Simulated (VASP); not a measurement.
Nb: single point with PBEsol

Crystal: Nb.

```
CELL_PARAMETERS angstrom
-1.63761 1.63761 1.63761
1.63761 -1.63761 1.63761
1.63761 1.63761 -1.63761
ATOMIC_POSITIONS crystal
Nb 0.00000 0.00000 0.00000
```

| Property | Result |
| --- | --- |
| Program | VASP 6.6.1 |
| Task | single point |
| Functional | PBEsol |
| Potentials or basis | VASP PAW PBE potentials, release 64 (Nb_sv) |
| Cutoff | 520 eV |
| k mesh | 8 × 8 × 8 |
| Occupations | gaussian, width 0.1 eV |
| Spin | no spin polarisation |

| Property | Result |
| --- | --- |
| Pressure | -0.2 GPa |

Levels at points of the mesh, in eV from the Fermi level:
| k point | band 3 | band 4 | band 5 | band 6 | band 7 | band 8 | band 9 | band 10 |
| --- | --- | --- | --- | --- | --- | --- | --- | --- |
| (0.00, 0.00, 0.00) | -29.38 | -29.38 | -5.87 | 0.49 | 0.49 | 0.49 | 3.49 | 3.49 |
| (0.50, 0.00, 0.00) | -29.84 | -29.39 | -3.71 | -1.61 | 2.55 | 3.53 | 4.24 | 6.75 |
| (0.50, 0.50, 0.50) | -30.39 | -30.39 | -3.74 | -3.74 | 5.94 | 5.94 | 5.94 | 9.41 |

Wall time 6.1 s on 1 thread of AMD EPYC 7R13 Processor (Zen 3), with other jobs on the host, peak memory 0.1 GiB.

Caveat: the PAW data sets were made with another functional, which shifts forces and pressure a little.
